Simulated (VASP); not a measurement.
# InAs (P6_3/mmc) in VASP: single point with HSE06

Aim: the single point of InAs with HSE06.

All numbers are computed with VASP 6.6.1; they aren't measurements. Logs are shortened: lines on timing, memory, paths and dates and some standing lists are left out, and cuts for length are marked.

## (1) The cell of the first run

The structure is hexagonal, space group P6_3/mmc (No. 194). Conventional cell: a = 4.608 Å, b = 4.608 Å, c = 5.996 Å, α = 90.00°, β = 90.00°, γ = 120.00°. Within 3.5 Å of In (site symmetry -6m2) lie 5 As at 2.66 to 3.00 Å. As (site symmetry -6m2) has 5 In at 2.66 to 3.00 Å within 3.5 Å.

## (2) Single point, HSE06

File POSCAR:

```
InAs
1.0
    4.6076318978      0.0000000000      0.0000000000
   -2.3038159489      3.9903262748      0.0000000000
    0.0000000000      0.0000000000      5.9962437785
In As
2 2
Direct
    0.3333333333      0.6666666667      0.2500000000
    0.6666666667      0.3333333333      0.7500000000
    0.6666666667      0.3333333333      0.2500000000
    0.3333333333      0.6666666667      0.7500000000
```

File INCAR.step1:

```
  PREC = Accurate
  ENCUT = 400
  EDIFF = 1E-5
  ISMEAR = 0
  SIGMA = 0.5
  LREAL = F
  LASPH = T
  NELM = 120
  ALGO = Normal
  ISIF = 2
  LWAVE = T
  LCHARG = F
  GGA = PE
  NBANDS = 26
  GGA_COMPAT = F
```

File INCAR.step2:

```
  PREC = Accurate
  ENCUT = 400
  EDIFF = 1E-6
  ISMEAR = 0
  SIGMA = 0.5
  LREAL = F
  LASPH = T
  NELM = 120
  ALGO = Normal
  ISIF = 2
  LWAVE = F
  LCHARG = F
  GGA = PE
  LHFCALC = T
  HFSCREEN = 0.2079
  PRECFOCK = Normal
  ISTART = 1
  NBANDS = 26
  GGA_COMPAT = F
```

File KPOINTS:

```
Automatic mesh
0
Gamma
  6 6 2
```

Potentials or basis: VASP PAW PBE potentials, release 64 (In_d, As).

The run is started by

```bash
$ cat potpaw_PBE.64/In_d/POTCAR potpaw_PBE.64/As/POTCAR > POTCAR
$ cp INCAR.step1 INCAR
$ mpirun -np 1 vasp_std > vasp.out
$ cp INCAR.step2 INCAR
$ mpirun -np 1 vasp_std > vasp.out
```

OUTCAR:

```text
PREC = Accurate
   ENCUT = 400
   EDIFF = 1E-6
   ISMEAR = 0
   LREAL = F
   LASPH = T
   NELM = 120
   ISIF = 2
   GGA = PE
   LHFCALC = T
   HFSCREEN = 0.2079
   PRECFOCK = Normal
   ISTART = 1

 ion  position               nearest neighbor table
   1  0.333  0.667  0.250-   3 2.66   3 2.66   3 2.66   4 3.00   4 3.00   2 4.01   2 4.01   2 4.01
                             2 4.01   2 4.01   2 4.01
   2  0.667  0.333  0.750-   4 2.66   4 2.66   4 2.66   3 3.00   3 3.00   1 4.01   1 4.01   1 4.01
                             1 4.01   1 4.01   1 4.01
   3  0.667  0.333  0.250-   1 2.66   1 2.66   1 2.66   2 3.00   2 3.00
   4  0.333  0.667  0.750-   2 2.66   2 2.66   2 2.66   1 3.00   1 3.00

  LATTYP: Found a hexagonal cell.
 ALAT       =     4.6076318978
 C/A-ratio  =     1.3013721390

  Lattice vectors:

 A1 = (   4.6076318978,   0.0000000000,   0.0000000000)
 A2 = (  -2.3038159489,   3.9903262748,   0.0000000000)
 A3 = (   0.0000000000,   0.0000000000,   5.9962437785)

Analysis of symmetry for initial positions (statically):
=====================================================================
 Subroutine PRICEL returns:
 Original cell was already a primitive cell.

 Routine SETGRP: Setting up the symmetry group for a
 hexagonal supercell.

 Subroutine GETGRP returns: Found 24 space group operations
 (whereof 12 operations were pure point group operations)
 out of a pool of 24 trial point group operations.

The static configuration has the point symmetry D_3d.
 The point group associated with its full space group is D_6h.

Analysis of symmetry for dynamics (positions and initial velocities):
=====================================================================
 Subroutine PRICEL returns:
 Original cell was already a primitive cell.

 Routine SETGRP: Setting up the symmetry group for a
 hexagonal supercell.

 Subroutine GETGRP returns: Found 24 space group operations
 (whereof 12 operations were pure point group operations)
 out of a pool of 24 trial point group operations.

The dynamic configuration has the point symmetry D_3d.
 The point group associated with its full space group is D_6h.

 Subroutine INISYM returns: Found 24 space group operations
 (whereof 12 operations are pure point group operations),
 and found     1 'primitive' translations

----------------------------------------------------------------------------------------

                                     Primitive cell

  volume of cell :     110.2467

  direct lattice vectors                    reciprocal lattice vectors
     4.607631898  0.000000000  0.000000000     0.217031226  0.125303037  0.000000000
    -2.303815949  3.990326275  0.000000000     0.000000000  0.250606074  0.000000000
     0.000000000  0.000000000  5.996243779     0.000000000  0.000000000  0.166771072

  length of vectors
     4.607631898  4.607631898  5.996243779     0.250606074  0.250606074  0.166771072

  position of ions in fractional coordinates (direct lattice)
     0.333333333  0.666666667  0.250000000
     0.666666667  0.333333333  0.750000000
     0.666666667  0.333333333  0.250000000
     0.333333333  0.666666667  0.750000000

  ion indices of the primitive-cell ions
   primitive index   ion index
                 1           1
                 2           2
                 3           3
                 4           4

----------------------------------------------------------------------------------------

 KPOINTS: Automatic mesh

Automatic generation of k-mesh.
 Grid dimensions read from file:
 generate k-points for:    6    6    2

 Generating k-lattice:

  Cartesian coordinates                     Fractional coordinates (reciprocal lattice)
     0.036171871  0.020883839  0.000000000     0.166666667  0.000000000  0.000000000
     0.000000000  0.041767679  0.000000000     0.000000000  0.166666667  0.000000000
     0.000000000  0.000000000  0.083385536     0.000000000  0.000000000  0.500000000

  Length of vectors
     0.041767679  0.041767679  0.083385536

  Shift w.r.t. Gamma in fractional coordinates (k-lattice)
     0.000000000  0.000000000  0.000000000

 Subroutine IBZKPT returns following result:
 ===========================================

 Found     14 irreducible k-points:

 Following reciprocal coordinates:
            Coordinates               Weight
  0.000000  0.000000  0.000000      1.000000
  0.166667 -0.000000  0.000000      6.000000
  0.333333  0.000000  0.000000      6.000000
  0.500000  0.000000  0.000000      3.000000
  0.166667  0.166667  0.000000      6.000000
  0.333333  0.166667  0.000000     12.000000
  0.333333  0.333333  0.000000      2.000000
  0.000000  0.000000  0.500000      1.000000
  0.166667 -0.000000  0.500000      6.000000
  0.333333  0.000000  0.500000      6.000000
  0.500000  0.000000  0.500000      3.000000
  0.166667  0.166667  0.500000      6.000000
  0.333333  0.166667  0.500000     12.000000
  0.333333  0.333333  0.500000      2.000000
   k-points           NKPTS =     14   k-points in BZ     NKDIM =     72   number of bands    NBANDS=     26
   number of dos      NEDOS =    301   number of ions     NIONS =      4
   total plane-waves  NPLWV =  36000
   dimension x,y,z NGX =    30 NGY =   30 NGZ =   40
   dimension x,y,z NGXF=    60 NGYF=   60 NGZF=   80
   ions per type =               2   2
   NGX,Y,Z   is equivalent  to a cutoff of  10.82, 10.82, 11.09 a.u.
   NGXF,Y,Z  is equivalent  to a cutoff of  21.65, 21.65, 22.18 a.u.
 SYSTEM =  unknown system
   PREC   = accura    normal or accurate (medium, high low for compatibility)
   ISTART =      1    job   : 0-new  1-cont  2-samecut
   ICHARG =      0    charge: 1-file 2-atom 10-const
   ISPIN  =      1    spin polarized calculation?
   LNONCOLLINEAR =      F non collinear calculations
   LSORBIT =      F    spin-orbit coupling
   LASPH  =      T    aspherical Exc in radial PAW
   ENCUT  =  400.0 eV  29.40 Ry    5.42 a.u.   7.51  7.51  9.78*2*pi/ulx,y,z
   NELM   =    120;   NELMIN=  2; NELMDL=  0     # of ELM steps
   EDIFF  = 0.1E-05   stopping-criterion for ELM
   LREAL  =      F    real-space projection
   EDIFFG = 0.1E-04   stopping-criterion for IOM
   NSW    =      0    number of steps for IOM
   IBRION =     -1    ionic relax: 0-MD 1-quasi-New 2-CG
   NFREE  =      0    steps in history (QN), initial steepest desc. (CG)
   ISIF   =      2    stress and relaxation
   ISYM   =      3    0-nonsym 1-usesym 2-fastsym
   POTIM  = 0.5000    time-step for ionic-motion
   TEBEG  =    0.0;   TEEND  =   0.0 temperature during run
   PSTRESS=    0.0 pullay stress
   NELECT =      36.0000    total number of electrons
   NUPDOWN=      -1.0000    fix difference up-down
   EMIN   =  10.00;   EMAX   =-10.00  energy-range for DOS
   EFERMI =   0.00;   METHOD = LEGACY
   ISMEAR =     0;   SIGMA  =   0.50  broadening in eV -4-tet -1-fermi 0-gaus
   EFERMI_NEDOS =   21; number of points for ismear=-14 and -15
   IALGO  =     38    algorithm
   IMIX   =      1    mixing-type and parameters
     AMIX     =   0.40;   BMIX     =  1.00
     AMIX_MAG =   1.60;   BMIX_MAG =  1.00
  volume/ion in A,a.u.               =      27.56       186.00
  Fermi-wavevector in a.u.,A,eV,Ry     =   1.127337  2.130358 17.291497  1.270889
  Thomas-Fermi vector in A             =   2.264023
   LORBIT       =      0    0 simple, 1 ext, 2 COOP (PROOUT), +10 PAW based schemes
   GGA     = PE    functional components
   LHFCALC =     T    Hartree Fock is set to
   PRECFOCK=normal    Normal, Fast or Accurate (Low or Medium for compatibility)
   ENCUT4O =  -1.0   cutoff for four orbital integrals eV
   NKREDX  =     1    reduce k-point grid by
   NKREDY  =     1    reduce k-point grid by
   NKREDZ  =     1    reduce k-point grid by
   AEXX    =    0.2500 exact exchange contribution
   HFSCREEN=    0.2079 screening length (either q_TF or 0.3 A-1)
   HFSCREENC=   0.2079 screening length for correlation (either q_TF or 0.3 A-1)
   ENCUTFOCK=  -1.0 apply spherical cutoff to Coloumb kernel
   IVDW    =     0    specifies the selected vdW correction
   LEPSILON=     F    determine dielectric tensor
   LRPA    =     F    only Hartree local field effects (RPA)
 non-spin polarized calculation
 Gauss-broadening in eV      SIGMA  =   0.50
  energy-cutoff  :      400.00
  volume of cell :      110.25
 maximum number of plane-waves:      2023
  NGX = 24; NGY = 24; NGZ = 30

 number of electron      36.0000030 magnetization

 Free energy of the ion-electron system (eV)
  ---------------------------------------------------
  ext. energy  EPLUGINS =         0.00000000
  ---------------------------------------------------
  free energy    TOTEN  =       -17.33700749 eV

  energy without entropy =      -17.16929817  energy(sigma->0) =      -17.25315283

 E-fermi :   4.5125     XC(G=0):  -7.6277

 val. band max:        4.3486661188   @ k =   0.0000   0.0000   0.0000
 cond. band min:       4.5640089939   @ k =   0.3333   0.3333   0.5000
 fundamental gap:      0.2153428751
 Fermi energy:         4.5124703979

 k-point     1 :       0.0000    0.0000    0.0000
  band No.  band energies     occupation
      1     -12.2669      2.00000
      2     -12.0745      2.00000
      3     -12.0745      2.00000
      4     -12.0743      2.00000
      5     -12.0743      2.00000
      6     -12.0553      2.00000
[... 18 lines left out ...]
     25      11.1471      0.00000
     26      11.8916      0.00000

 k-point     2 :       0.1667   -0.0000    0.0000
  band No.  band energies     occupation
      1     -12.2614      2.00000
      2     -12.0936      2.00000
      3     -12.0677      2.00000
      4     -12.0664      2.00000
      5     -12.0607      2.00000
      6     -12.0496      2.00000
[... 18 lines left out ...]
     25      10.9399      0.00000
     26      11.6230      0.00000

 k-point     3 :       0.3333    0.0000    0.0000
  band No.  band energies     occupation
      1     -12.2497      2.00000
      2     -12.1320      2.00000
      3     -12.0530      2.00000
      4     -12.0499      2.00000
      5     -12.0371      2.00000
      6     -12.0357      2.00000
[... 282 lines left out ...]
 k-point    13 :       0.3333    0.1667    0.5000
  band No.  band energies     occupation
      1     -12.1471      2.00000
      2     -12.1471      2.00000
      3     -12.0790      2.00000
      4     -12.0790      2.00000
      5     -12.0412      2.00000
      6     -12.0412      2.00000
[... 18 lines left out ...]
     25      12.0586      0.00000
     26      12.0586      0.00000

 k-point    14 :       0.3333    0.3333    0.5000
  band No.  band energies     occupation
      1     -12.1381      2.00000
      2     -12.1380      2.00000
      3     -12.0867      2.00000
      4     -12.0867      2.00000
      5     -12.0353      2.00000
      6     -12.0353      2.00000
[... 18 lines left out ...]
     25      10.5713      0.00000
     26      10.5713      0.00000

------------------------ aborting loop because EDIFF is reached ----------------------------------------

  FORCE on cell =-STRESS in cart. coord.  units (eV):
  Direction    XX          YY          ZZ          XY          YZ          ZX
  --------------------------------------------------------------------------------------
  -------------------------------------------------------------------------------------
  Total        0.5317160      0.5317160     -0.8354848      0.0000000      0.0000000      0.0000000
  in kB        7.7272484      7.7272484    -12.1418164      0.0000000      0.0000000      0.0000000
  external PRESSURE =       1.1042268 kB  Pullay stress =       0.0000000 kB

 VOLUME and BASIS-vectors are now :
 -----------------------------------------------------------------------------
  energy-cutoff  :      400.00
  volume of cell :      110.25
      direct lattice vectors                 reciprocal lattice vectors
     4.607631898  0.000000000  0.000000000     0.217031226  0.125303037  0.000000000
    -2.303815949  3.990326275  0.000000000     0.000000000  0.250606074  0.000000000
     0.000000000  0.000000000  5.996243779     0.000000000  0.000000000  0.166771072

 POSITION                                       TOTAL-FORCE (eV/Angst)
 -----------------------------------------------------------------------------------
     -0.00000      2.66022      1.49906         0.000000     -0.000000      0.000000
      2.30382      1.33011      4.49718        -0.000000      0.000000      0.000000
      2.30382      1.33011      1.49906         0.000000     -0.000000     -0.000000
     -0.00000      2.66022      4.49718         0.000000      0.000000     -0.000000
 -----------------------------------------------------------------------------------
    total drift:                               -0.000000      0.000000     -0.000001

  FREE ENERGIE OF THE ION-ELECTRON SYSTEM (eV)
  ---------------------------------------------------
  free  energy   TOTEN  =       -17.3370074895 eV

  energy  without entropy=      -17.1692981652  energy(sigma->0) =      -17.25315283
```

Wall time 2.3 h (1 thread of Intel Xeon 8259CL, shared host); peak memory 0.33 GiB.

Results:

* Free energy: -17.3370 eV
* Pressure: 0.1 GPa
* Band gap on the k mesh: zero (bands 18 and 19 overlap by 0.35 eV)

Stress tensor (GPa, compression positive):
```
 0.77  0.00  0.00
 0.00  0.77  0.00
 0.00  0.00 -1.21
```

Levels at points of the mesh, in eV from the Fermi level:
```
           k point  band 14  band 15  band 16  band 17  band 18  band 19  band 20  band 21  band 22  band 23
(0.00, 0.00, 0.00)    -2.37    -2.37    -2.30    -0.65    -0.65    -0.16     0.10     3.42     3.42     5.60
(0.50, 0.00, 0.00)    -5.40    -3.60    -3.59    -2.07    -1.55     0.10     2.68     5.27     6.32     6.99
(0.00, 0.00, 0.50)    -3.40    -1.58    -1.58    -1.58    -1.58     0.75     0.75     3.97     3.97     3.97
(0.50, 0.00, 0.50)    -6.85    -2.72    -2.72    -0.71    -0.71     2.08     2.08     3.23     3.23     7.60
```

Caveat: the k points lie up to 0.52 Å⁻¹ apart; so wide a smearing shifts energies and pressures; the PAW data sets were made with another functional, which shifts forces and pressure a little; spin-orbit coupling is left out, which moves the levels of the heavy elements.

The gap in the log of VASP goes by the Fermi energy; the results here count the filled bands.